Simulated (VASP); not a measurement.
# RbBr (Fm-3m) in VASP: settings compared

Aim: see how the results for RbBr move with the level of theory and the settings. Levels: PBEsol, LDA. Tasks: single point.

Everything below comes from runs of VASP 6.6.1. Logs are shortened: lines on timing, memory, paths and dates and some standing lists are left out, and cuts for length are marked.

### Step 1. The cell of the first run

The structure is cubic, space group Fm-3m (No. 225). Conventional cell: a = 6.988 Å, b = 6.988 Å, c = 6.988 Å, α = 90.00°, β = 90.00°, γ = 90.00°. Rb (site symmetry m-3m) has 6 Br at 3.49 Å within 4.6 Å. Within 4.6 Å of Br (site symmetry m-3m) lie 6 Rb at 3.49 Å.

### Step 2. Single point, PBEsol (volume scaled by 1.06)

The input, INCAR:

```
SYSTEM = RbBr
PREC = Accurate
ENCUT = 520
EDIFF = 1E-6
ISMEAR = -1
SIGMA = 0.05
LREAL = .False.
LASPH = .True.
NELM = 60
ALGO = Normal
ISIF = 2
LWAVE = .False.
LCHARG = .False.
GGA = PS
NBANDS = 15
```

The input, KPOINTS:

```
regular mesh
0
Gamma
  7 7 7
  0 0 0
```

The input, POSCAR:

```
RbBr
1.0
    0.0000000000      3.4942131424      3.4942131424
    3.4942131424      0.0000000000      3.4942131424
    3.4942131424      3.4942131424      0.0000000000
Rb Br
1 1
Direct
    0.0000000000      0.0000000000      0.0000000000
    0.5000000000      0.5000000000      0.5000000000
```

Potentials or basis: VASP PAW PBE potentials, release 64 (Rb_sv, Br).

Command:

```console
$ cat potpaw_PBE.64/Rb_sv/POTCAR potpaw_PBE.64/Br/POTCAR > POTCAR
$ mpirun -np 1 vasp_std > vasp.out
```

OUTCAR:

```text
SYSTEM = RbBr
   PREC = Accurate
   ENCUT = 520
   EDIFF = 1E-6
   ISMEAR = -1
   LREAL = .False.
   LASPH = .True.
   NELM = 60
   ISIF = 2
   GGA = PS

 ion  position               nearest neighbor table
   1  0.000  0.000  0.000-   2 3.49   2 3.49   2 3.49   2 3.49   2 3.49   2 3.49
   2  0.500  0.500  0.500-   1 3.49   1 3.49   1 3.49   1 3.49   1 3.49   1 3.49

  LATTYP: Found a face centered cubic cell.
 ALAT       =     6.9884262848

  Lattice vectors:

 A1 = (   0.0000000000,   3.4942131424,   3.4942131424)
 A2 = (   3.4942131424,   0.0000000000,   3.4942131424)
 A3 = (   3.4942131424,   3.4942131424,   0.0000000000)

Analysis of symmetry for initial positions (statically):
=====================================================================
 Subroutine PRICEL returns:
 Original cell was already a primitive cell.

 Routine SETGRP: Setting up the symmetry group for a
 face centered cubic supercell.

 Subroutine GETGRP returns: Found 48 space group operations
 (whereof 48 operations were pure point group operations)
 out of a pool of 48 trial point group operations.

The static configuration has the point symmetry O_h .

Analysis of symmetry for dynamics (positions and initial velocities):
=====================================================================
 Subroutine PRICEL returns:
 Original cell was already a primitive cell.

 Routine SETGRP: Setting up the symmetry group for a
 face centered cubic supercell.

 Subroutine GETGRP returns: Found 48 space group operations
 (whereof 48 operations were pure point group operations)
 out of a pool of 48 trial point group operations.

The dynamic configuration has the point symmetry O_h .

 Subroutine INISYM returns: Found 48 space group operations
 (whereof 48 operations are pure point group operations),
 and found     1 'primitive' translations

----------------------------------------------------------------------------------------

                                     Primitive cell

  volume of cell :      85.3254

  direct lattice vectors                    reciprocal lattice vectors
     0.000000000  3.494213142  3.494213142    -0.143093732  0.143093732  0.143093732
     3.494213142  0.000000000  3.494213142     0.143093732 -0.143093732  0.143093732
     3.494213142  3.494213142  0.000000000     0.143093732  0.143093732 -0.143093732

  length of vectors
     4.941563616  4.941563616  4.941563616     0.247845615  0.247845615  0.247845615

  position of ions in fractional coordinates (direct lattice)
[... 84 lines left out ...]
   PSTRESS=    0.0 pullay stress
   NELECT =      16.0000    total number of electrons
   NUPDOWN=      -1.0000    fix difference up-down
   EMIN   =  10.00;   EMAX   =-10.00  energy-range for DOS
   EFERMI =   0.00;   METHOD = LEGACY
   ISMEAR =    -1;   SIGMA  =   0.05  broadening in eV -4-tet -1-fermi 0-gaus
   EFERMI_NEDOS =   21; number of points for ismear=-14 and -15
   IALGO  =     38    algorithm
   IMIX   =      4    mixing-type and parameters
     AMIX     =   0.40;   BMIX     =  1.00
     AMIX_MAG =   1.60;   BMIX_MAG =  1.00
  volume/ion in A,a.u.               =      42.66       287.90
  Fermi-wavevector in a.u.,A,eV,Ry     =   0.937034  1.770738 11.946365  0.878033
  Thomas-Fermi vector in A             =   2.064104
   LORBIT       =      0    0 simple, 1 ext, 2 COOP (PROOUT), +10 PAW based schemes
   GGA     = PS    functional components
   LHFCALC =     F    Hartree Fock is set to
   AEXX    =    0.0000 exact exchange contribution
   IVDW    =     0    specifies the selected vdW correction
   LEPSILON=     F    determine dielectric tensor
   LRPA    =     F    only Hartree local field effects (RPA)
 non-spin polarized calculation
  energy-cutoff  :      520.00
  volume of cell :       85.33
 maximum number of plane-waves:      2309
 NGX is ok and might be reduce to    40
   NGX = 19   NGY = 19   NGZ = 19

 number of electron      15.9999998 magnetization

 Free energy of the ion-electron system (eV)
  ---------------------------------------------------
  ext. energy  EPLUGINS =         0.00000000
  ---------------------------------------------------
  free energy    TOTEN  =        -6.34382949 eV

  energy without entropy =       -6.34382949  energy(sigma->0) =       -6.34382949

 E-fermi :  -0.8882     XC(G=0):  -7.1644

 val. band max:       -2.0517082650   @ k =   0.0000   0.0000   0.0000
 cond. band min:       2.0334401822   @ k =   0.0000   0.0000   0.0000
 fundamental gap:      4.0851484472
 Fermi energy:        -0.8882152625

 k-point     1 :       0.0000    0.0000    0.0000
  band No.  band energies     occupation
      1     -26.5336      2.00000
      2     -14.1887      2.00000
      3     -10.6153      2.00000
      4     -10.6153      2.00000
      5     -10.6153      2.00000
      6      -2.0517      2.00000
      7      -2.0517      2.00000
      8      -2.0517      2.00000
      9       2.0334      0.00000
     10       5.1378      0.00000
     11       5.1378      0.00000
     12       5.1378      0.00000
     13       5.9843      0.00000
     14       5.9843      0.00000
[... 329 lines left out ...]
      2     -14.1673      2.00000
      3     -10.7252      2.00000
      4     -10.6932      2.00000
      5     -10.6082      2.00000
      6      -2.5498      2.00000
      7      -2.4162      2.00000
      8      -2.3476      2.00000
      9       4.5839      0.00000
     10       5.2274      0.00000
     11       5.9310      0.00000
     12       6.3133      0.00000
     13       8.1014      0.00000
     14       8.2143      0.00000
     15       8.9185      0.00000

------------------------ aborting loop because EDIFF is reached ----------------------------------------

  FORCE on cell =-STRESS in cart. coord.  units (eV):
  Direction    XX          YY          ZZ          XY          YZ          ZX
  --------------------------------------------------------------------------------------
  -------------------------------------------------------------------------------------
  Total       -0.3805383     -0.3805383     -0.3805383     -0.0000000     -0.0000000      0.0000000
  in kB       -7.1454697     -7.1454697     -7.1454697     -0.0000000     -0.0000000      0.0000000
  external PRESSURE =      -7.1454697 kB  Pullay stress =       0.0000000 kB

 VOLUME and BASIS-vectors are now :
 -----------------------------------------------------------------------------
  energy-cutoff  :      520.00
  volume of cell :       85.33
      direct lattice vectors                 reciprocal lattice vectors
     0.000000000  3.494213142  3.494213142    -0.143093732  0.143093732  0.143093732
     3.494213142  0.000000000  3.494213142     0.143093732 -0.143093732  0.143093732
     3.494213142  3.494213142  0.000000000     0.143093732  0.143093732 -0.143093732

 POSITION                                       TOTAL-FORCE (eV/Angst)
 -----------------------------------------------------------------------------------
      0.00000      0.00000      0.00000         0.000000      0.000000      0.000000
      3.49421      3.49421      3.49421        -0.000000     -0.000000     -0.000000
 -----------------------------------------------------------------------------------
    total drift:                                0.000000     -0.000000     -0.000000

  FREE ENERGIE OF THE ION-ELECTRON SYSTEM (eV)
  ---------------------------------------------------
  free  energy   TOTEN  =        -6.3438294895 eV

  energy  without entropy=       -6.3438294895  energy(sigma->0) =       -6.34382949
```

OSZICAR:

```text
N       E                     dE             d eps       ncg     rms          rms(c)
DAV:   1     0.846557012424E+02    0.84656E+02   -0.66010E+03   600   0.915E+02
DAV:   2    -0.549122686128E+00   -0.85205E+02   -0.78388E+02   859   0.161E+02
DAV:   3    -0.639176742172E+01   -0.58426E+01   -0.58180E+01   782   0.444E+01
DAV:   4    -0.656205857200E+01   -0.17029E+00   -0.17025E+00   921   0.700E+00
DAV:   5    -0.656306176576E+01   -0.10032E-02   -0.10032E-02   782   0.572E-01    0.250E+00
DAV:   6    -0.635061016891E+01    0.21245E+00   -0.24958E-01   768   0.228E+00    0.160E+00
DAV:   7    -0.633203918618E+01    0.18571E-01   -0.10734E-01   796   0.159E+00    0.858E-01
DAV:   8    -0.634305978693E+01   -0.11021E-01   -0.14344E-02   680   0.670E-01    0.114E-01
DAV:   9    -0.634339883166E+01   -0.33904E-03   -0.66261E-04   796   0.128E-01    0.620E-02
DAV:  10    -0.634381634233E+01   -0.41751E-03   -0.52463E-04   635   0.120E-01    0.199E-02
DAV:  11    -0.634382206309E+01   -0.57208E-05   -0.26427E-05   843   0.277E-02    0.110E-02
DAV:  12    -0.634382922007E+01   -0.71570E-05   -0.12564E-05   649   0.176E-02    0.147E-03
DAV:  13    -0.634382948953E+01   -0.26946E-06   -0.35838E-07   671   0.357E-03
   1 F= -.63438295E+01 E0= -.63438295E+01  d E =-.146309E-10
```

stdout:

```text
POSCAR found type information on POSCAR RbBr
 POSCAR found :  2 types and       2 ions
 scaLAPACK will be used
 -----------------------------------------------------------------------------
|                                                                             |
|                                                                             |
|     You enforced a specific xc type in the INCAR file but a different       |
|     I HOPE YOU KNOW WHAT YOU ARE DOING!                                     |
|                                                                             |
 -----------------------------------------------------------------------------

 LDA part: xc-table for (Slater+PW92), standard interpolation
 POSCAR, INCAR and KPOINTS ok, starting setup
 FFT: planning ... GRIDC
 FFT: planning ... GRID_SOFT
 FFT: planning ... GRID
 WAVECAR not read
 entering main loop
```

Run time: 50 s. Hardware: 1 thread of Intel Xeon Platinum 8375C at 2.90GHz (Ice Lake), shared host; peak memory 0.24 GiB.

What came out:

- Free energy: -6.3438 eV
- Pressure: -0.7 GPa
- Band gap on the k mesh: 4.09 eV, direct

Caveat: the cell differs from its parent crystal (volume scaled by 1.06); the PAW data sets were made with another functional, which shifts forces and pressure a little. A k mesh can miss the band edges.

### Step 3. Single point, LDA

This run uses another cell than the first one, of 40.25 Å³/atom, 0.943 times its volume.

The input, INCAR:

```
SYSTEM = RbBr
PREC     = Accurate       ! precision mode
ENCUT    = 520            ! plane-wave cutoff, eV
EDIFF    = 1E-6           ! SCF threshold, eV
ISMEAR   = -1             ! smearing method
SIGMA    = 0.05           ! smearing width, eV
LREAL    = .FALSE.        ! projectors in reciprocal space
LASPH    = .TRUE.         ! aspherical terms in the spheres
NELM     = 100            ! most SCF steps
ALGO     = Normal         ! electronic algorithm
ISIF     = 2              ! what is computed and relaxed
LWAVE    = .FALSE.        ! write WAVECAR
LCHARG   = .FALSE.        ! write CHGCAR
NBANDS   = 15             ! bands
```

The input, KPOINTS:

```
regular mesh
0
G
  6 6 6
  0 0 0
```

The input, POSCAR:

```
RbBr
1.0
    0.0000000000      3.4270000000      3.4270000000
    3.4270000000      0.0000000000      3.4270000000
    3.4270000000      3.4270000000      0.0000000000
Rb Br
1 1
Direct
    0.0000000000      0.0000000000      0.0000000000
    0.5000000000      0.5000000000      0.5000000000
```

Potentials or basis: VASP PAW LDA potentials, release 64 (Rb_sv, Br).

Command:

```console
$ cat potpaw_LDA.64/Rb_sv/POTCAR potpaw_LDA.64/Br/POTCAR > POTCAR
$ mpirun -np 1 vasp_std > vasp.out
```

Wall time 5.5 s (1 thread of Intel Xeon 6975P-C (Granite Rapids), shared host); peak memory 0.17 GiB.

The run converged. Its results:

```yaml
Free_energy: -6.6944 eV
Pressure: -1.2 GPa
Band_gap_on_the_k_mesh: 3.96 eV, direct
```

Levels at points of the mesh, in eV from the valence-band top:
```tsv
k point	band 5	band 6	band 7	band 8	band 9	band 10	band 11	band 12
(0.00, 0.00, 0.00)	-8.41	0.00	0.00	0.00	3.96	7.03	7.03	7.03
(0.50, 0.00, 0.00)	-8.37	-1.06	-0.38	-0.38	6.46	7.41	9.26	9.26
(0.50, 0.50, 0.00)	-8.49	-0.50	-0.17	-0.17	5.30	6.80	8.82	9.06
```

Expect the measured gap to be larger: semilocal functionals such as LDA lack the derivative discontinuity.
